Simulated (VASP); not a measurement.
# Al3O: single point with LDA

Slab: Al3O, a slab with vacuum.

```xyz
4
Lattice="2.8168 0.0000 0.0000 0.0000 2.8168 0.0000 0.0000 0.0000 21.1043" Properties=species:S:1:pos:R:3 pbc="T T T"
Al    1.4084    1.4084    4.0000
Al    0.0000    0.0000    6.0518
Al    1.4084    1.4084    8.1043
O     2.3474    2.3474   10.1343
```

| Property | Result |
| --- | --- |
| Program | VASP 6.6.1 |
| Task | single point |
| Functional | LDA |
| Potentials or basis | VASP PAW LDA potentials, release 64 (Al, O) |
| Cutoff | 520 eV |
| k mesh | 9 × 9 × 1 |
| Occupations | gaussian, width 0.1 eV |
| Spin | no spin polarisation |

* Largest force: 3.664 eV/Å

Forces in eV/Å, atoms in the order of the input:
```
Al  -0.012 -0.012 -0.162
Al   0.033  0.033  0.230
Al   0.504  0.504  3.520
O   -0.526 -0.526 -3.588
```

Levels at points of the mesh, in eV from the Fermi level:
| k point | band 4 | band 5 | band 6 | band 7 | band 8 | band 9 | band 10 | band 11 | band 12 | band 13 |
| --- | --- | --- | --- | --- | --- | --- | --- | --- | --- | --- |
| (0.00, 0.00, 0.00) | -4.84 | -2.24 | 0.13 | 0.14 | 0.27 | 3.10 | 4.78 | 6.09 | 6.31 | 6.46 |

Run time: 52 s on 1 thread of Intel(R) Xeon(R) 6975P-C (Granite Rapids), on a shared host, peak memory 0.25 GiB.

Caveat: an odd number of electrons without spin polarisation forces a metal; a magnetic or distorted state may lie lower.
